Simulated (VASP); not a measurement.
Runs of VASP 6.6.1 on Ag. The structure is that of space group P6_3/mmc (No. 194), or close to it. The cells are those of the table. This isn't the form of Ag at room conditions, which is fcc.

| cell | gap on the mesh (eV) | pressure (GPa) |
| --- | --- | --- |
| a = 3.164, b = 3.164, c = 4.598 Å, angles 90.0, 90.0, 120.0°, 2 atoms | none | -8.6 |
| a = 2.930, b = 2.930, c = 4.982 Å, angles 90.0, 90.0, 120.0°, 2 atoms | none | -5.4 |
| a = 3.164, b = 3.164, c = 4.790 Å, angles 90.0, 90.0, 120.0°, 2 atoms | none | (b) |
| a = 3.047, b = 3.047, c = 4.790 Å, angles 90.0, 90.0, 120.0°, 2 atoms | none | -7.9 |
| a = 3.047, b = 3.047, c = 4.982 Å, angles 90.0, 90.0, 120.0°, 2 atoms | none | (a) |
| a = 3.047, b = 3.047, c = 4.598 Å, angles 90.0, 90.0, 120.0°, 2 atoms | none | -4.8 |
| a = 3.164, b = 3.164, c = 4.407 Å, angles 90.0, 90.0, 120.0°, 2 atoms | none | (c) |
| a = 2.813, b = 2.813, c = 5.173 Å, angles 90.0, 90.0, 120.0°, 2 atoms | none | -0.3 |
| a = 2.930, b = 2.930, c = 5.173 Å, angles 90.0, 90.0, 120.0°, 2 atoms | none | -7.4 |
| a = 3.047, b = 3.047, c = 4.407 Å, angles 90.0, 90.0, 120.0°, 2 atoms | none | -0.4 |

Alike in all rows: task single point; level r2SCAN; potentials or basis VASP PAW PBE potentials, release 64 (Ag); no spin polarisation; k mesh 18 × 18 × 10; cutoff (eV) 520; smearing gaussian 0.15 eV.

Q: Estimate the missing entries.

A: (a) -9.8; (b) -10.7; (c) -5.5.

Caveats: the PAW data sets were made with another functional, which shifts forces and pressure a little; the cell stands under tension (at least some runs).

A k mesh can miss the band edges, and the runs leave out spin-orbit coupling on Ag.

A gap of «none» marks levels without a gap at the run's occupations.
